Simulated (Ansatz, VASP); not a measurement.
## Ag in VASP and in Ansatz

```
Ag
1.0
     2.93347    0.00000    0.00000
     0.00000    4.08256    0.00000
     0.00000    0.00000    2.88638
Ag
2
Direct
  0.00000 0.00000 0.81891
  0.50000 0.50000 0.18109
```

Alike in both runs: task single point; functional PBE; k mesh 6 × 4 × 6; occupations gaussian, width 0.1 eV; no spin polarisation.

|  | VASP | Ansatz |
| --- | --- | --- |
| version | VASP 6.6.1 | Ansatz 0.2.0 |
| potentials or method | VASP PAW PBE potentials, release 64 (Ag), cutoff 520 eV | scalar-relativistic, plane waves, PAW |
| valence electrons in the cell | 22 | 38 |

```tsv
	VASP	Ansatz	Ansatz less VASP
gap on the k mesh at the Fermi level (eV)	none	none	-
pressure (GPa)	6.5	6.7	+0.18
traceless stress, the component that is largest in VASP (GPa)	-3.63	-3.71	-0.084
rms of the force components (eV/Å)	0.523	0.527	+0.0039
```

Atom by atom the forces differ by 0.004 eV/Å (rms over components). A gap of «none» marks a metal or a gap that the smearing closes. With one functional, cell and mesh, what is left measures potentials, basis and numerics. VASP's potentials hold 22 valence electrons a cell and Ansatz's 38, so a difference there can come from the potentials and not from the codes.

The k mesh is coarse, so the values compare programs but aren't converged.
